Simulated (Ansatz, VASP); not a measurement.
**One calculation of InAs, two programs**

```xyz
2
Lattice="0.0000 3.0180 3.0180 3.0180 0.0000 3.0180 3.0180 3.0180 0.0000" Properties=species:S:1:pos:R:3 pbc="T T T"
In    0.0000    0.0000    0.0000
As    4.5270    4.5270    4.5270
```

Alike in both runs: task single point; functional PBE-based screened hybrid; k mesh 4 × 4 × 4; occupations fermi-dirac, width 0.05 eV; no spin polarisation.

|  | VASP | Ansatz |
| --- | --- | --- |
| version | VASP 6.6.1 | Ansatz 0.2.0 |
| potentials or method | VASP PAW PBE potentials, release 64 (In_d, As), cutoff 520 eV | all-electron PAW datasets made for the crystal |

VASP gave:

* gap on the k mesh at the Fermi level (eV): 0.81
* least direct gap on the mesh (eV): 0.81
* pressure (GPa): 1.8

Q: Which values does Ansatz return?

A: gap on the k mesh at the Fermi level (eV): 0.82; least direct gap on the mesh (eV): 0.82; pressure (GPa): 2.1.

VASP's potentials were made for PBE, not for PBE-based screened hybrid. Ansatz ran all-electron here, and VASP with PAW potentials.

The k mesh is coarse, so the values compare programs but aren't converged. Noted on Ansatz's run: the program warned that the printed levels may be off, so bands, gaps and densities of states are rough.
